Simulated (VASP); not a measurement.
# Mg2Ge3 (I4_132) in VASP: a series of runs

The runs below take Mg2Ge3 through single point, with PBE.

Everything below comes from runs of VASP 6.6.1. Logs are shortened: lines on timing, memory, paths and dates and some standing lists are left out, and cuts for length are marked.

## Step 1: The cell of the first run

The structure is cubic, space group I4_132 (No. 214). The conventional cell has a = 7.838 Å, b = 7.838 Å, c = 7.838 Å, α = 90.00°, β = 90.00°, γ = 90.00°. Mg (site symmetry 32) has 3 Mg at 2.77 Å and 6 Ge at 3.67 Å within 3.7 Å. Within 3.2 Å of Ge (site symmetry 222) lie 4 Ge at 2.40 Å.

## Step 2: Single point, PBE

The input, INCAR:

```
SYSTEM = Mg2Ge3
ALGO = Normal ; EDIFF = 1E-6
ENCUT = 520 ; GGA = PE
ISIF = 2 ; ISMEAR = 0
LASPH = .TRUE. ; LCHARG = .FALSE.
LREAL = .FALSE. ; LWAVE = .FALSE.
NBANDS = 57 ; NELM = 100
PREC = Accurate ; SIGMA = 0.1
```

The input, KPOINTS:

```
k-points
0
G
  4 4 4
  0 0 0
```

The input, POSCAR:

```
Mg2Ge3
1.0
   -3.9191835900      3.9191835900      3.9191835900
    3.9191835900     -3.9191835900      3.9191835900
    3.9191835900      3.9191835900     -3.9191835900
Mg Ge
4 6
Direct
    0.0000000000      0.2500000000      0.5000000000
    0.2500000000      0.2500000000      0.2500000000
    0.2500000000      0.5000000000      0.0000000000
    0.5000000000      0.0000000000      0.2500000000
    0.6250000000      0.2500000000      0.8750000000
    0.8750000000      0.6250000000      0.2500000000
    0.7500000000      0.6250000000      0.8750000000
    0.2500000000      0.8750000000      0.6250000000
    0.8750000000      0.7500000000      0.6250000000
    0.6250000000      0.8750000000      0.7500000000
```

Potentials or basis: VASP PAW PBE potentials, release 64 (Mg, Ge_d).

Launch:

```sh
> cat potpaw_PBE.64/Mg/POTCAR potpaw_PBE.64/Ge_d/POTCAR > POTCAR
> mpirun -np 1 vasp_std > vasp.out
```

OUTCAR:

```text
SYSTEM = Mg2Ge3
   EDIFF = 1E-6
   ENCUT = 520
   GGA = PE
   ISIF = 2
   ISMEAR = 0
   LASPH = .TRUE.
   LREAL = .FALSE.
   NELM = 100
   PREC = Accurate

 ion  position               nearest neighbor table
   1  0.000  0.250  0.500-   2 2.77   3 2.77   4 2.77
   2  0.250  0.250  0.250-   1 2.77   3 2.77   4 2.77
   3  0.250  0.500  0.000-   2 2.77   1 2.77   4 2.77
   4  0.500  0.000  0.250-   2 2.77   1 2.77   3 2.77
   5  0.625  0.250  0.875-   6 2.40   7 2.40   8 2.40  10 2.40
   6  0.875  0.625  0.250-   5 2.40   7 2.40   8 2.40   9 2.40
   7  0.750  0.625  0.875-   5 2.40   6 2.40   9 2.40  10 2.40
   8  0.250  0.875  0.625-   5 2.40   6 2.40   9 2.40  10 2.40
   9  0.875  0.750  0.625-   6 2.40   7 2.40   8 2.40  10 2.40
  10  0.625  0.875  0.750-   5 2.40   7 2.40   8 2.40   9 2.40

  LATTYP: Found a body centered cubic cell.
 ALAT       =     7.8383671800

  Lattice vectors:

 A1 = (  -3.9191835900,   3.9191835900,   3.9191835900)
 A2 = (   3.9191835900,  -3.9191835900,   3.9191835900)
 A3 = (   3.9191835900,   3.9191835900,  -3.9191835900)

Analysis of symmetry for initial positions (statically):
=====================================================================
 Subroutine PRICEL returns:
 Original cell was already a primitive cell.

 Routine SETGRP: Setting up the symmetry group for a
 body centered cubic supercell.

 Subroutine GETGRP returns: Found 24 space group operations
 (whereof  3 operations were pure point group operations)
 out of a pool of 48 trial point group operations.

The static configuration has the point symmetry C_3 .
 The point group associated with its full space group is O   .

Analysis of symmetry for dynamics (positions and initial velocities):
=====================================================================
 Subroutine PRICEL returns:
 Original cell was already a primitive cell.

 Routine SETGRP: Setting up the symmetry group for a
 body centered cubic supercell.

 Subroutine GETGRP returns: Found 24 space group operations
 (whereof  3 operations were pure point group operations)
 out of a pool of 48 trial point group operations.

The dynamic configuration has the point symmetry C_3 .
 The point group associated with its full space group is O   .

 Subroutine INISYM returns: Found 24 space group operations
 (whereof  3 operations are pure point group operations),
 and found     1 'primitive' translations

----------------------------------------------------------------------------------------

                                     Primitive cell

  volume of cell :     240.7946

  direct lattice vectors                    reciprocal lattice vectors
    -3.919183590  3.919183590  3.919183590     0.000000000  0.127577591  0.127577591
     3.919183590 -3.919183590  3.919183590     0.127577591  0.000000000  0.127577591
     3.919183590  3.919183590 -3.919183590     0.127577591  0.127577591  0.000000000

  length of vectors
     6.788225102  6.788225102  6.788225102     0.180421959  0.180421959  0.180421959

  position of ions in fractional coordinates (direct lattice)
     0.000000000  0.250000000  0.500000000
     0.250000000  0.250000000  0.250000000
     0.250000000  0.500000000  0.000000000
     0.500000000  0.000000000  0.250000000
     0.625000000  0.250000000  0.875000000
     0.875000000  0.625000000  0.250000000
     0.750000000  0.625000000  0.875000000
     0.250000000  0.875000000  0.625000000
     0.875000000  0.750000000  0.625000000
     0.625000000  0.875000000  0.750000000

  ion indices of the primitive-cell ions
   primitive index   ion index
                 1           1
                 2           2
                 3           3
                 4           4
                 5           5
                 6           6
                 7           7
                 8           8
                 9           9
                10          10

----------------------------------------------------------------------------------------

 KPOINTS: k-points

Automatic generation of k-mesh.
 Grid dimensions read from file:
 generate k-points for:    4    4    4

 Generating k-lattice:

  Cartesian coordinates                     Fractional coordinates (reciprocal lattice)
     0.000000000  0.031894398  0.031894398     0.250000000  0.000000000  0.000000000
     0.031894398  0.000000000  0.031894398     0.000000000  0.250000000  0.000000000
     0.031894398  0.031894398  0.000000000     0.000000000  0.000000000  0.250000000

  Length of vectors
     0.045105490  0.045105490  0.045105490

  Shift w.r.t. Gamma in fractional coordinates (k-lattice)
     0.000000000  0.000000000  0.000000000

 Subroutine IBZKPT returns following result:
 ===========================================

 Found      8 irreducible k-points:

 Following reciprocal coordinates:
            Coordinates               Weight
  0.000000  0.000000  0.000000      1.000000
  0.250000  0.000000  0.000000     12.000000
  0.500000  0.000000  0.000000      6.000000
  0.250000  0.250000  0.000000     24.000000
  0.250000  0.250000  0.250000      2.000000
 -0.250000  0.250000  0.250000      6.000000
  0.500000  0.500000  0.250000     12.000000
  0.500000  0.500000  0.500000      1.000000
   k-points           NKPTS =      8   k-points in BZ     NKDIM =      8   number of bands    NBANDS=     57
   number of dos      NEDOS =    301   number of ions     NIONS =     10
   total plane-waves  NPLWV = 125000
   dimension x,y,z NGX =    50 NGY =   50 NGZ =   50
   dimension x,y,z NGXF=   100 NGYF=  100 NGZF=  100
   ions per type =               4   6
   NGX,Y,Z   is equivalent  to a cutoff of  12.25, 12.25, 12.25 a.u.
   NGXF,Y,Z  is equivalent  to a cutoff of  24.49, 24.49, 24.49 a.u.
 SYSTEM =  Mg2Ge3
   PREC   = accura    normal or accurate (medium, high low for compatibility)
   ISTART =      0    job   : 0-new  1-cont  2-samecut
   ICHARG =      2    charge: 1-file 2-atom 10-const
   ISPIN  =      1    spin polarized calculation?
   LNONCOLLINEAR =      F non collinear calculations
   LSORBIT =      F    spin-orbit coupling
   LASPH  =      T    aspherical Exc in radial PAW
   ENCUT  =  520.0 eV  38.22 Ry    6.18 a.u.  12.62 12.62 12.62*2*pi/ulx,y,z
   NELM   =    100;   NELMIN=  2; NELMDL= -5     # of ELM steps
   EDIFF  = 0.1E-05   stopping-criterion for ELM
   LREAL  =      F    real-space projection
   EDIFFG = 0.1E-04   stopping-criterion for IOM
   NSW    =      0    number of steps for IOM
   IBRION =     -1    ionic relax: 0-MD 1-quasi-New 2-CG
   NFREE  =      0    steps in history (QN), initial steepest desc. (CG)
   ISIF   =      2    stress and relaxation
   ISYM   =      2    0-nonsym 1-usesym 2-fastsym
   POTIM  = 0.5000    time-step for ionic-motion
   TEBEG  =    0.0;   TEEND  =   0.0 temperature during run
   PSTRESS=    0.0 pullay stress
   NELECT =      92.0000    total number of electrons
   NUPDOWN=      -1.0000    fix difference up-down
   EMIN   =  10.00;   EMAX   =-10.00  energy-range for DOS
   EFERMI =   0.00;   METHOD = LEGACY
   ISMEAR =     0;   SIGMA  =   0.10  broadening in eV -4-tet -1-fermi 0-gaus
   EFERMI_NEDOS =   21; number of points for ismear=-14 and -15
   IALGO  =     38    algorithm
   IMIX   =      4    mixing-type and parameters
     AMIX     =   0.40;   BMIX     =  1.00
     AMIX_MAG =   1.60;   BMIX_MAG =  1.00
  volume/ion in A,a.u.               =      24.08       162.50
  Fermi-wavevector in a.u.,A,eV,Ry     =   1.187924  2.244850 19.200030  1.411162
  Thomas-Fermi vector in A             =   2.324064
   LORBIT       =      0    0 simple, 1 ext, 2 COOP (PROOUT), +10 PAW based schemes
   GGA     = PE    functional components
   LHFCALC =     F    Hartree Fock is set to
   AEXX    =    0.0000 exact exchange contribution
   IVDW    =     0    specifies the selected vdW correction
   LEPSILON=     F    determine dielectric tensor
   LRPA    =     F    only Hartree local field effects (RPA)
 non-spin polarized calculation
 Gauss-broadening in eV      SIGMA  =   0.10
  energy-cutoff  :      520.00
  volume of cell :      240.79
 maximum number of plane-waves:      6531
   NGX = 25   NGY = 25   NGZ = 25

 number of electron      92.0000038 magnetization

 Free energy of the ion-electron system (eV)
  ---------------------------------------------------
  ext. energy  EPLUGINS =         0.00000000
  ---------------------------------------------------
  free energy    TOTEN  =       -26.55106193 eV

  energy without entropy =      -26.53802961  energy(sigma->0) =      -26.54454577

 E-fermi :   3.5747     XC(G=0):  -9.1509

 val. band max:        3.4780269762   @ k =   0.2500   0.0000   0.0000
 cond. band min:       3.5912299834   @ k =   0.5000   0.0000   0.0000
 fundamental gap:      0.1132030072
 Fermi energy:         3.5746619859

 k-point     1 :       0.0000    0.0000    0.0000
  band No.  band energies     occupation
      1     -21.5394      2.00000
      2     -21.3048      2.00000
      3     -21.3048      2.00000
      4     -21.3048      2.00000
      5     -21.2824      2.00000
      6     -21.2824      2.00000
[... 49 lines left out ...]
     56       6.8419      0.00000
     57       6.8419      0.00000

 k-point     2 :       0.2500    0.0000    0.0000
  band No.  band energies     occupation
      1     -21.5143      2.00000
      2     -21.3399      2.00000
      3     -21.3293      2.00000
      4     -21.3068      2.00000
      5     -21.2896      2.00000
      6     -21.2782      2.00000
[... 49 lines left out ...]
     56       7.1464      0.00000
     57       7.4735      0.00000
[... 298 lines left out ...]
     56       7.3218      0.00000
     57       7.6613      0.00000

 k-point     8 :       0.5000    0.5000    0.5000
  band No.  band energies     occupation
      1     -21.3638      2.00000
      2     -21.3638      2.00000
      3     -21.3638      2.00000
      4     -21.3405      2.00000
      5     -21.3405      2.00000
      6     -21.3405      2.00000
[... 49 lines left out ...]
     56       7.5980      0.00000
     57       8.3652      0.00000

------------------------ aborting loop because EDIFF is reached ----------------------------------------

  FORCE on cell =-STRESS in cart. coord.  units (eV):
  Direction    XX          YY          ZZ          XY          YZ          ZX
  --------------------------------------------------------------------------------------
  -------------------------------------------------------------------------------------
  Total       12.4849567     12.4849567     12.4849567      0.0000000      0.0000000     -0.0000000
  in kB       83.0712615     83.0712615     83.0712615      0.0000000      0.0000000     -0.0000000
  external PRESSURE =      83.0712615 kB  Pullay stress =       0.0000000 kB

 VOLUME and BASIS-vectors are now :
 -----------------------------------------------------------------------------
  energy-cutoff  :      520.00
  volume of cell :      240.79
      direct lattice vectors                 reciprocal lattice vectors
    -3.919183590  3.919183590  3.919183590     0.000000000  0.127577591  0.127577591
     3.919183590 -3.919183590  3.919183590     0.127577591  0.000000000  0.127577591
     3.919183590  3.919183590 -3.919183590     0.127577591  0.127577591  0.000000000

 POSITION                                       TOTAL-FORCE (eV/Angst)
 -----------------------------------------------------------------------------------
      2.93939      0.97980     -0.97980         0.000000      0.000000      0.000000
      0.97980      0.97980      0.97980         0.000000      0.000000     -0.000000
      0.97980     -0.97980      2.93939         0.000000      0.000000     -0.000000
     -0.97980      2.93939      0.97980         0.000000     -0.000000     -0.000000
      1.95959      4.89898      0.00000         0.000000      0.000000     -0.000000
      0.00000      1.95959      4.89898        -0.000000      0.000000      0.000000
      2.93939      3.91918      1.95959         0.000000     -0.000000     -0.000000
      4.89898      0.00000      1.95959         0.000000     -0.000000      0.000000
      1.95959      2.93939      3.91918        -0.000000     -0.000000      0.000000
      3.91918      1.95959      2.93939        -0.000000     -0.000000     -0.000000
 -----------------------------------------------------------------------------------
    total drift:                               -0.000000      0.000000      0.000000

  FREE ENERGIE OF THE ION-ELECTRON SYSTEM (eV)
  ---------------------------------------------------
  free  energy   TOTEN  =       -26.5510619305 eV

  energy  without entropy=      -26.5380296121  energy(sigma->0) =      -26.54454577
```

Wall time 62 s (1 thread of Intel Xeon 6975P-C (Granite Rapids), shared host); peak memory 0.37 GiB.

What came out:

```
Free energy            : -26.5511 eV
Pressure               : 8.3 GPa
Band gap on the k mesh : zero (band 46 reaches 4.06 eV, above the bottom of band 47 at 3.59 eV)
```

## Step 3: Single point, PBE

This run uses another cell than the first one, of 28.76 Å³/atom, 1.194 times its volume.

The input, INCAR:

```
PREC     = Accurate       # precision mode
ENCUT    = 520            # plane-wave cutoff, eV
EDIFF    = 1E-6           # SCF threshold, eV
ISMEAR   = 0              # smearing method
SIGMA    = 0.1            # smearing width, eV
LREAL    = F              # projectors in reciprocal space
LASPH    = T              # aspherical terms in the spheres
NELM     = 60             # most SCF steps
ALGO     = Normal         # electronic algorithm
ISIF     = 2              # what is computed and relaxed
LWAVE    = F              # write WAVECAR
LCHARG   = F              # write CHGCAR
GGA      = PE             # functional
NBANDS   = 57             # bands
```

The input, KPOINTS:

```
regular mesh
0
Gamma
  4 4 4
```

POSCAR, as its differences from that of step 2:

```diff
@@ -2,5 +2,5 @@
 1.0
-   -3.9191835900      3.9191835900      3.9191835900
-    3.9191835900     -3.9191835900      3.9191835900
-    3.9191835900      3.9191835900     -3.9191835900
+   -4.1580938485      4.1580938485      4.1580938485
+    4.1580938485     -4.1580938485      4.1580938485
+    4.1580938485      4.1580938485     -4.1580938485
 Mg Ge
```

Potentials or basis: VASP PAW PBE potentials, release 64 (Mg, Ge_d).

Launch:

```sh
> cat potpaw_PBE.64/Mg/POTCAR potpaw_PBE.64/Ge_d/POTCAR > POTCAR
> mpirun -np 1 vasp_std > vasp.out
```

OUTCAR:

```text
PREC = Accurate
   ENCUT = 520
   EDIFF = 1E-6
   ISMEAR = 0
   LREAL = F
   LASPH = T
   NELM = 60
   ISIF = 2
   GGA = PE

 ion  position               nearest neighbor table
   1  0.000  0.250  0.500-   2 2.94   3 2.94   4 2.94
   2  0.250  0.250  0.250-   1 2.94   3 2.94   4 2.94
   3  0.250  0.500  0.000-   2 2.94   4 2.94   1 2.94
   4  0.500  0.000  0.250-   1 2.94   2 2.94   3 2.94
   5  0.625  0.250  0.875-   6 2.55   7 2.55   8 2.55  10 2.55
   6  0.875  0.625  0.250-   5 2.55   7 2.55   8 2.55   9 2.55
   7  0.750  0.625  0.875-   5 2.55   6 2.55   9 2.55  10 2.55
   8  0.250  0.875  0.625-   5 2.55   6 2.55   9 2.55  10 2.55
   9  0.875  0.750  0.625-   6 2.55   7 2.55   8 2.55  10 2.55
  10  0.625  0.875  0.750-   5 2.55   7 2.55   8 2.55   9 2.55

  LATTYP: Found a body centered cubic cell.
 ALAT       =     8.3161876970

  Lattice vectors:

 A1 = (  -4.1580938485,   4.1580938485,   4.1580938485)
 A2 = (   4.1580938485,  -4.1580938485,   4.1580938485)
 A3 = (   4.1580938485,   4.1580938485,  -4.1580938485)

[... 184 lines left out ...]
  band No.  band energies     occupation
      1     -22.4399      2.00000
      2     -22.3040      2.00000
      3     -22.3040      2.00000
      4     -22.3040      2.00000
      5     -22.2937      2.00000
      6     -22.2937      2.00000
[... 469 lines left out ...]
     56       6.1569      0.00000
     57       6.7682      0.00000

------------------------ aborting loop because EDIFF is reached ----------------------------------------

  FORCE on cell =-STRESS in cart. coord.  units (eV):
  Direction    XX          YY          ZZ          XY          YZ          ZX
  --------------------------------------------------------------------------------------
  -------------------------------------------------------------------------------------
  Total        0.0473406      0.0473406      0.0473406      0.0000000     -0.0000000      0.0000000
  in kB        0.2637555      0.2637555      0.2637555      0.0000000     -0.0000000      0.0000000
  external PRESSURE =       0.2637555 kB  Pullay stress =       0.0000000 kB

 VOLUME and BASIS-vectors are now :
 -----------------------------------------------------------------------------
  energy-cutoff  :      520.00
  volume of cell :      287.57
      direct lattice vectors                 reciprocal lattice vectors
    -4.158093849  4.158093849  4.158093849     0.000000000  0.120247406  0.120247406
     4.158093849 -4.158093849  4.158093849     0.120247406  0.000000000  0.120247406
     4.158093849  4.158093849 -4.158093849     0.120247406  0.120247406  0.000000000

 POSITION                                       TOTAL-FORCE (eV/Angst)
 -----------------------------------------------------------------------------------
      3.11857      1.03952     -1.03952        -0.000000     -0.000000      0.000000
      1.03952      1.03952      1.03952        -0.000000     -0.000000      0.000000
      1.03952     -1.03952      3.11857        -0.000000     -0.000000     -0.000000
     -1.03952      3.11857      1.03952        -0.000000     -0.000000      0.000000
      2.07905      5.19762      0.00000        -0.000000     -0.000000      0.000000
      0.00000      2.07905      5.19762         0.000000     -0.000000      0.000000
      3.11857      4.15809      2.07905         0.000000     -0.000000      0.000000
      5.19762      0.00000      2.07905        -0.000000      0.000000     -0.000000
      2.07905      3.11857      4.15809         0.000000     -0.000000     -0.000000
      4.15809      2.07905      3.11857        -0.000000      0.000000      0.000000
 -----------------------------------------------------------------------------------
    total drift:                                0.000001     -0.000001      0.000000

  FREE ENERGIE OF THE ION-ELECTRON SYSTEM (eV)
  ---------------------------------------------------
  free  energy   TOTEN  =       -27.5941511382 eV

  energy  without entropy=      -27.5832822934  energy(sigma->0) =      -27.58871672
```

Run time: 83 s. Hardware: 1 thread of Intel Xeon 6975P-C (Granite Rapids), shared host; peak memory 0.44 GiB.

Results:

```
Free energy            : -27.5942 eV
Pressure               : 0.0 GPa
Band gap on the k mesh : zero (band 46 reaches 2.85 eV, above the bottom of band 47 at 2.38 eV)
```

Levels at points of the mesh, in eV from the Fermi level:
| k point | band 44 | band 45 | band 46 | band 47 | band 48 | band 49 |
| --- | --- | --- | --- | --- | --- | --- |
| (0.00, 0.00, 0.00) | -0.47 | -0.47 | -0.47 | 0.66 | 0.66 | 1.31 |
| (0.50, 0.00, 0.00) | -1.01 | -0.51 | -0.21 | 0.05 | 0.93 | 1.00 |
| (0.50, 0.50, 0.50) | -1.07 | 0.51 | 0.51 | 0.59 | 0.59 | 0.59 |
